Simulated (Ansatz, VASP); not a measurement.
**Ge3Pd: VASP beside Ansatz**

```xyz
4
Lattice="4.0860 0.0000 0.0000 0.0000 4.0860 0.0000 0.0000 0.0000 4.0860" Properties=species:S:1:pos:R:3 pbc="T T T"
Pd    0.0000    0.0000    0.0000
Ge    2.0430    2.0430    0.0000
Ge    2.0430    0.0000    2.0430
Ge    0.0000    2.0430    2.0430
```

Alike in both runs: task single point; functional PBE; k mesh 7 × 7 × 7; occupations fermi-dirac, width 0.05 eV; no spin polarisation.

|  | VASP | Ansatz |
| --- | --- | --- |
| version | VASP 6.6.1 | Ansatz 0.2.0 |
| potentials or method | VASP PAW PBE potentials, release 64 (Pd, Ge_d) | Ansatz PAW |
| plane-wave cutoff (eV) | 520 | 420 |
| valence electrons in the cell | 52 | 60 |

```tsv
	VASP	Ansatz	Ansatz less VASP
gap on the k mesh at the Fermi level (eV)	none	none	-
pressure (GPa)	4.0	3.8	-0.24
```

A gap of «none» marks a metal or a gap that the smearing closes. VASP's potentials hold 52 valence electrons a cell and Ansatz's 60, so a difference there can come from the potentials and not from the codes.
